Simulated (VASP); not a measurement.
# C (C2/m) in VASP: further runs

Runs on C. Level: PBE. Tasks: single point.

Everything below comes from runs of VASP 6.6.1. Logs are shortened: lines on timing, memory, paths and dates and some standing lists are left out, and cuts for length are marked.

### 1 The cell of the first run

It takes space group C2/m (No. 12, monoclinic). The conventional cell has a = 4.374 Å, b = 2.525 Å, c = 4.374 Å, α = 90.00°, β = 109.47°, γ = 90.00°. C (site symmetry m) has 4 C at 1.55 to 1.57 Å within 2.1 Å. Within 2.1 Å of C (site symmetry m) lie 4 C at 1.55 to 1.57 Å.

### 2 Single point, PBE (atoms displaced along a vibrational mode)

Input file INCAR:

```
SYSTEM = C
ALGO     = Normal         ! electronic algorithm
EDIFF    = 1E-6           ! SCF threshold, eV
ENCUT    = 520            ! plane-wave cutoff, eV
GGA      = PE             ! functional
ISIF     = 2              ! what is computed and relaxed
ISMEAR   = 0              ! smearing method
ISYM     = 0            
LASPH    = .TRUE.         ! aspherical terms in the spheres
LCHARG   = .TRUE.         ! write CHGCAR
LELF     = .TRUE.         ! ELF
LREAL    = .FALSE.        ! projectors in reciprocal space
LVHAR    = .TRUE.       
LWAVE    = .FALSE.        ! write WAVECAR
NBANDS   = 16             ! bands
NELM     = 60             ! most SCF steps
PREC     = Accurate       ! precision mode
SIGMA    = 0.05           ! smearing width, eV
```

Input file KPOINTS:

```
k-points
0
G
  12 12 10
  0 0 0
```

Input file POSCAR:

```
C
1.0
    0.0000000000     -1.7857375322     -1.7857375322
   -1.7857375322      0.0000000000     -1.7857375322
    1.7857375322      1.7857375322     -3.5714750644
C
4
Direct
    0.6951321335      0.7774339175      0.7500000315
    0.3048678665      0.2225660825      0.2499999685
    0.3201321335      0.4024339175      0.8750000315
    0.9298678665      0.8475660825      0.3749999685
```

Potentials or basis: VASP PAW PBE potentials, release 64 (C).

The run is started by

```
> cat potpaw_PBE.64/C/POTCAR > POTCAR
> mpirun -np 1 vasp_std > vasp.out
```

OUTCAR:

```text
SYSTEM = C
   EDIFF = 1E-6
   ENCUT = 520
   GGA = PE
   ISIF = 2
   ISMEAR = 0
   ISYM = 0
   LASPH = .TRUE.
   LREAL = .FALSE.
   NELM = 60
   PREC = Accurate

 ion  position               nearest neighbor table
   1  0.695  0.777  0.750-   3 1.55   3 1.55   3 1.55   4 1.57
   2  0.305  0.223  0.250-   4 1.55   4 1.55   4 1.55   3 1.57
   3  0.320  0.402  0.875-   1 1.55   1 1.55   1 1.55   2 1.57
   4  0.930  0.848  0.375-   2 1.55   2 1.55   2 1.55   1 1.57

IMPORTANT INFORMATION: All symmetrisations will be switched off!
NOSYMM: (Re-)initialisation of all symmetry stuff for point group C_1.

----------------------------------------------------------------------------------------

                                     Primitive cell

  volume of cell :      22.7779

  direct lattice vectors                    reciprocal lattice vectors
     0.000000000 -1.785737532 -1.785737532     0.139998177 -0.419994532 -0.139998177
    -1.785737532  0.000000000 -1.785737532    -0.419994532  0.139998177 -0.139998177
     1.785737532  1.785737532 -3.571475064     0.139998177  0.139998177 -0.139998177

  length of vectors
     2.525414237  2.525414237  4.374145768     0.464321426  0.464321426  0.242483956

  position of ions in fractional coordinates (direct lattice)
     0.695132134  0.777433917  0.750000032
     0.304867866  0.222566083  0.249999968
     0.320132134  0.402433917  0.875000032
     0.929867866  0.847566083  0.374999968

  ion indices of the primitive-cell ions
   primitive index   ion index
                 1           1
                 2           2
                 3           3
                 4           4

----------------------------------------------------------------------------------------

 KPOINTS: k-points

Automatic generation of k-mesh.
 Grid dimensions read from file:
 generate k-points for:   12   12   10

 Generating k-lattice:

  Cartesian coordinates                     Fractional coordinates (reciprocal lattice)
     0.011666515 -0.034999544 -0.011666515     0.083333333  0.000000000  0.000000000
    -0.034999544  0.011666515 -0.011666515     0.000000000  0.083333333  0.000000000
     0.013999818  0.013999818 -0.013999818     0.000000000  0.000000000  0.100000000

  Length of vectors
     0.038693452  0.038693452  0.024248396

  Shift w.r.t. Gamma in fractional coordinates (k-lattice)
     0.000000000  0.000000000  0.000000000

 -----------------------------------------------------------------------------
|                                                                             |
|           W    W    AA    RRRRR   N    N  II  N    N   GGGG   !!!           |
|           W    W   A  A   R    R  NN   N  II  NN   N  G    G  !!!           |
|           W    W  A    A  R    R  N N  N  II  N N  N  G       !!!           |
|           W WW W  AAAAAA  RRRRR   N  N N  II  N  N N  G  GGG   !            |
|           WW  WW  A    A  R   R   N   NN  II  N   NN  G    G                |
|           W    W  A    A  R    R  N    N  II  N    N   GGGG   !!!           |
|                                                                             |
|     Your reciprocal lattice and k-lattice belong to different lattice       |
|     classes:                                                                |
|                                                                             |
|        The reciprocal lattice is rhombohedral (trigonal),                   |
|        whereas your k-lattice is base-centered monoclinic.                  |
|                                                                             |
|     Results are often still useful ...                                      |
|                                                                             |
 -----------------------------------------------------------------------------

 WARNING: IBZKPT: internal override: KBLOWUP is changed to .FALSE.
      ... skipping the blow-up phase ...

 Subroutine IBZKPT returns following result:
 ===========================================

 Found    724 irreducible k-points:

 Following reciprocal coordinates:
            Coordinates               Weight
  0.000000  0.000000  0.000000      1.000000
  0.083333  0.000000  0.000000      2.000000
  0.166667  0.000000 -0.000000      2.000000
  0.250000  0.000000 -0.000000      2.000000
  0.333333  0.000000 -0.000000      2.000000
  0.416667  0.000000  0.000000      2.000000
[... 16 lines left out ...]
  0.250000  0.166667 -0.000000      2.000000
  0.333333  0.166667 -0.000000      2.000000
 [... further k-points ...]
   k-points           NKPTS =    724   k-points in BZ     NKDIM =    724   number of bands    NBANDS=     16
   number of dos      NEDOS =    301   number of ions     NIONS =      4
   total plane-waves  NPLWV =  14400
   dimension x,y,z NGX =    20 NGY =   20 NGZ =   36
   dimension x,y,z NGXF=    40 NGYF=   40 NGZF=   72
   ions per type =               4
   NGX,Y,Z   is equivalent  to a cutoff of  13.17, 13.17, 13.68 a.u.
   NGXF,Y,Z  is equivalent  to a cutoff of  26.33, 26.33, 27.36 a.u.
 SYSTEM =  C
   PREC   = accura    normal or accurate (medium, high low for compatibility)
   ISTART =      0    job   : 0-new  1-cont  2-samecut
   ICHARG =      2    charge: 1-file 2-atom 10-const
   ISPIN  =      1    spin polarized calculation?
   LNONCOLLINEAR =      F non collinear calculations
   LSORBIT =      F    spin-orbit coupling
   LASPH  =      T    aspherical Exc in radial PAW
   ENCUT  =  520.0 eV  38.22 Ry    6.18 a.u.   4.70  4.70  8.13*2*pi/ulx,y,z
   NELM   =     60;   NELMIN=  2; NELMDL= -5     # of ELM steps
   EDIFF  = 0.1E-05   stopping-criterion for ELM
   LREAL  =      F    real-space projection
   EDIFFG = 0.1E-04   stopping-criterion for IOM
   NSW    =      0    number of steps for IOM
   IBRION =     -1    ionic relax: 0-MD 1-quasi-New 2-CG
   NFREE  =      0    steps in history (QN), initial steepest desc. (CG)
   ISIF   =      2    stress and relaxation
   ISYM   =      0    0-nonsym 1-usesym 2-fastsym
   POTIM  = 0.5000    time-step for ionic-motion
   TEBEG  =    0.0;   TEEND  =   0.0 temperature during run
   PSTRESS=    0.0 pullay stress
   NELECT =      16.0000    total number of electrons
   NUPDOWN=      -1.0000    fix difference up-down
   EMIN   =  10.00;   EMAX   =-10.00  energy-range for DOS
   EFERMI =   0.00;   METHOD = LEGACY
   ISMEAR =     0;   SIGMA  =   0.05  broadening in eV -4-tet -1-fermi 0-gaus
   EFERMI_NEDOS =   21; number of points for ismear=-14 and -15
   IALGO  =     38    algorithm
   IMIX   =      4    mixing-type and parameters
     AMIX     =   0.40;   BMIX     =  1.00
     AMIX_MAG =   1.60;   BMIX_MAG =  1.00
  volume/ion in A,a.u.               =       5.69        38.43
  Fermi-wavevector in a.u.,A,eV,Ry     =   1.455271  2.750063 28.814604  2.117814
  Thomas-Fermi vector in A             =   2.572325
   LORBIT       =      0    0 simple, 1 ext, 2 COOP (PROOUT), +10 PAW based schemes
   GGA     = PE    functional components
   LHFCALC =     F    Hartree Fock is set to
   AEXX    =    0.0000 exact exchange contribution
   IVDW    =     0    specifies the selected vdW correction
   LEPSILON=     F    determine dielectric tensor
   LRPA    =     F    only Hartree local field effects (RPA)
 non-spin polarized calculation
 Gauss-broadening in eV      SIGMA  =   0.05
  energy-cutoff  :      520.00
  volume of cell :       22.78
 maximum number of plane-waves:       633
   NGX =  9   NGY =  9   NGZ = 17

 number of electron      16.0000001 magnetization

 Free energy of the ion-electron system (eV)
  ---------------------------------------------------
  ext. energy  EPLUGINS =         0.00000000
  ---------------------------------------------------
  free energy    TOTEN  =       -35.99147031 eV

  energy without entropy =      -35.99147031  energy(sigma->0) =      -35.99147031

 E-fermi :  10.1294     XC(G=0): -13.2512

 val. band max:        9.8870403075   @ k =   0.0000   0.0000   0.0000
 cond. band min:      13.5482164809   @ k =  -0.4167   0.0000   0.4000
 fundamental gap:      3.6611761733
 Fermi energy:        10.1294111252

 k-point     1 :       0.0000    0.0000    0.0000
  band No.  band energies     occupation
      1     -11.7415      2.00000
      2      -6.0083      2.00000
      3      -3.5622      2.00000
      4       6.9581      2.00000
      5       7.0306      2.00000
      6       9.3520      2.00000
[... 8 lines left out ...]
     15      22.5998      0.00000
     16      25.3864      0.00000

 k-point     2 :       0.0833    0.0000    0.0000
  band No.  band energies     occupation
      1     -11.5656      2.00000
      2      -5.9071      2.00000
      3      -3.3464      2.00000
      4       6.1999      2.00000
      5       6.7174      2.00000
      6       8.5852      2.00000
[... 8 lines left out ...]
     15      22.7907      0.00000
     16      25.1845      0.00000

 k-point     3 :       0.1667    0.0000   -0.0000
  band No.  band energies     occupation
      1     -11.0395      2.00000
      2      -5.5912      2.00000
      3      -2.7272      2.00000
      4       4.2568      2.00000
      5       6.1467      2.00000
      6       6.7424      2.00000
[... 8 lines left out ...]
     15      23.0280      0.00000
     16      24.7827      0.00000

 k-point     4 :       0.2500    0.0000   -0.0000
  band No.  band energies     occupation
      1     -10.1694      2.00000
      2      -5.0450      2.00000
      3      -1.7994      2.00000
      4       1.9619      2.00000
      5       4.6104      2.00000
      6       5.5173      2.00000
[... 8 lines left out ...]
     15      23.4560      0.00000
     16      24.5440      0.00000
[... 324 lines left out ...]
 k-point    22 :       0.1667    0.1667   -0.0000
  band No.  band energies     occupation
      1     -10.9759      2.00000
      2      -6.0112      2.00000
      3      -2.2214      2.00000
      4       4.7230      2.00000
      5       5.7070      2.00000
      6       6.0547      2.00000
[... 8 lines left out ...]
     15      23.2759      0.00000
     16      23.9301      0.00000

 k-point    23 :       0.2500    0.1667   -0.0000
  band No.  band energies     occupation
      1     -10.4220      2.00000
      2      -5.7961      2.00000
      3      -1.5120      2.00000
      4       3.5391      2.00000
      5       4.5009      2.00000
      6       5.1314      2.00000
[... 8 lines left out ...]
     15      22.8316      0.00000
     16      23.9230      0.00000

 k-point    24 :       0.3333    0.1667   -0.0000
  band No.  band energies     occupation
      1      -9.5280      2.00000
      2      -5.2952      2.00000
      3      -0.6687      2.00000
      4       1.9209      2.00000
      5       3.2971      2.00000
      6       4.1633      2.00000
[... 8 lines left out ...]
     15      22.0756      0.00000
     16      24.7520      0.00000

 [... further k-points ...]

------------------------ aborting loop because EDIFF is reached ----------------------------------------

  FORCE on cell =-STRESS in cart. coord.  units (eV):
  Direction    XX          YY          ZZ          XY          YZ          ZX
  --------------------------------------------------------------------------------------
  -------------------------------------------------------------------------------------
  Total        0.2554688     -0.4319431      0.2555296      0.1813734     -0.1813024      0.0817855
  in kB       17.9694842    -30.3825520     17.9737614     12.7576674    -12.7526709      5.7527288
  external PRESSURE =       1.8535646 kB  Pullay stress =       0.0000000 kB

 VOLUME and BASIS-vectors are now :
 -----------------------------------------------------------------------------
  energy-cutoff  :      520.00
  volume of cell :       22.78
      direct lattice vectors                 reciprocal lattice vectors
     0.000000000 -1.785737532 -1.785737532     0.139998177 -0.419994532 -0.139998177
    -1.785737532  0.000000000 -1.785737532    -0.419994532  0.139998177 -0.139998177
     1.785737532  1.785737532 -3.571475064     0.139998177  0.139998177 -0.139998177

 POSITION                                       TOTAL-FORCE (eV/Angst)
 -----------------------------------------------------------------------------------
     -0.04899      0.09798     -5.30822         0.608249     -1.283370     -0.608236
      0.04899     -0.09798     -1.83473        -0.694324      1.303805      0.694296
      0.84388      0.99085     -4.41535         0.694324     -1.303805     -0.694296
     -0.84388     -0.99085     -4.51333        -0.608249      1.283370      0.608236
 -----------------------------------------------------------------------------------
    total drift:                               -0.000000      0.000000      0.000000

  FREE ENERGIE OF THE ION-ELECTRON SYSTEM (eV)
  ---------------------------------------------------
  free  energy   TOTEN  =       -35.9914703088 eV

  energy  without entropy=      -35.9914703088  energy(sigma->0) =      -35.99147031
```

It took 90 s on 1 thread of AMD EPYC 9R45 (Zen 5), shared host; peak memory 0.25 GiB.

What came out:

- Free energy: -35.9915 eV
- Pressure: 0.2 GPa
- Largest force: 1.632 eV/Å
- Band gap on the k mesh: 3.66 eV (least direct gap 5.29 eV)

Forces on the atoms (eV/Å):
```
C    0.608 -1.283 -0.608
C   -0.694  1.304  0.694
C    0.694 -1.304 -0.694
C   -0.608  1.283  0.608
```

Caveat: the cell differs from its parent crystal (atoms displaced along a vibrational mode); forces of over 1 eV/Å act on the atoms, so gaps and moduli don't describe the material at rest.

### 3 Single point, PBE (atoms displaced along a vibrational mode)

Input file INCAR:

```
SYSTEM = C
ALGO = Normal
EDIFF = 1E-7
ENCUT = 520
GGA = PE
ISIF = 2
ISMEAR = 0
ISYM = 0
LASPH = .TRUE.
LCHARG = .FALSE.
LREAL = .FALSE.
LWAVE = .FALSE.
NBANDS = 16
NELM = 100
PREC = Accurate
SIGMA = 0.05
```

KPOINTS is that of step 2.

Input file POSCAR:

```
C
1.0
    0.0000000000     -1.7857375322     -1.7857375322
   -1.7857375322      0.0000000000     -1.7857375322
    1.7857375322      1.7857375322     -3.5714750644
C
4
Direct
    0.7911508999      0.7294245619      0.7499999764
    0.2088491001      0.2705754381      0.2500000236
    0.4161508999      0.3544245619      0.8749999764
    0.8338491001      0.8955754381      0.3750000236
```

Potentials or basis: VASP PAW PBE potentials, release 64 (C).

The run is started by

```
> cat potpaw_PBE.64/C/POTCAR > POTCAR
> mpirun -np 1 vasp_std > vasp.out
```

Wall time 99 s (1 thread of AMD EPYC 9R45 (Zen 5), shared host); peak memory 0.25 GiB.

Results (log left out):

| Item | Value |
| --- | --- |
| Free energy | -36.1581 eV |
| Pressure | 0.4 GPa |
| Largest force | 1.213 eV/Å |
| Band gap on the k mesh | 3.91 eV (least direct gap 5.42 eV) |

Forces on the atoms (eV/Å):
```
C   -0.514  0.972  0.514
C    0.459 -0.967 -0.459
C   -0.459  0.967  0.459
C    0.514 -0.972 -0.514
```

Stress tensor (GPa, compression positive):
```
 1.29  0.68  0.37
 0.68 -1.45 -0.67
 0.37 -0.67  1.29
```

Levels at points of the mesh, in eV from the valence-band top:
```tsv
k point	band 5	band 6	band 7	band 8	band 9	band 10	band 11	band 12
(0.00, 0.00, 0.00)	-2.83	-0.31	-0.18	0.00	5.42	5.52	5.52	8.28
(0.50, 0.00, 0.00)	-6.79	-6.65	-5.00	-4.95	5.79	5.95	9.94	11.90
(0.00, 0.50, 0.00)	-6.84	-6.77	-4.91	-4.90	5.87	5.95	10.28	11.41
(0.50, 0.50, 0.00)	-6.37	-6.31	-3.06	-2.77	4.46	4.84	8.17	8.45
(0.00, 0.00, 0.50)	-2.04	-2.03	-1.66	-1.64	6.79	7.17	7.35	8.08
(0.50, 0.00, 0.50)	-6.39	-6.29	-2.93	-2.77	4.22	4.62	8.38	8.39
(0.00, 0.50, 0.50)	-6.37	-6.31	-3.06	-2.77	4.46	4.84	8.17	8.45
(0.50, 0.50, 0.50)	-6.84	-6.77	-4.91	-4.90	5.87	5.95	10.28	11.41
```

Caveat: the cell differs from its parent crystal (atoms displaced along a vibrational mode); forces of over 1 eV/Å act on the atoms, so gaps and moduli don't describe the material at rest. A k mesh can miss the band edges.
